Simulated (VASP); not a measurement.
A run of VASP 6.6.1 is set up as follows.

INCAR

```
SYSTEM = MnPt3
PREC = Accurate
ENCUT = 520
EDIFF = 1E-7
ISMEAR = 0
SIGMA = 0.05
LREAL = .FALSE.
LASPH = .TRUE.
NELM = 150
ALGO = Fast
ISIF = 2
LWAVE = .FALSE.
LCHARG = .FALSE.
ISPIN = 2
MAGMOM = 3.84 0 0 0
LORBIT = 11
LMAXMIX = 4
GGA = CA
NBANDS = 34
```

The input KPOINTS:

```
regular mesh
0
G
  10 10 10
  0 0 0
```

The input POSCAR:

```
MnPt3
1.0
    3.8422971783      0.0000000000      0.0000000000
    0.0000000000      3.8422971783      0.0000000000
    0.0000000000      0.0000000000      3.8422971783
Mn Pt
1 3
Direct
    0.0000000000      0.0000000000      0.0000000000
    0.0000000000      0.5000000000      0.5000000000
    0.5000000000      0.0000000000      0.5000000000
    0.5000000000      0.5000000000      0.0000000000
```

Potentials or basis: VASP PAW LDA potentials, release 64 (Mn_pv, Pt).

The run is started by

```sh
$ cat potpaw_LDA.64/Mn_pv/POTCAR potpaw_LDA.64/Pt/POTCAR > POTCAR
$ mpirun -np 1 vasp_std > vasp.out
```

Task: Estimate the site moments.

Result: Mn +3.52; Pt +0.14 μB.

Task: Estimate the pressure.

Result: 0.3 GPa.
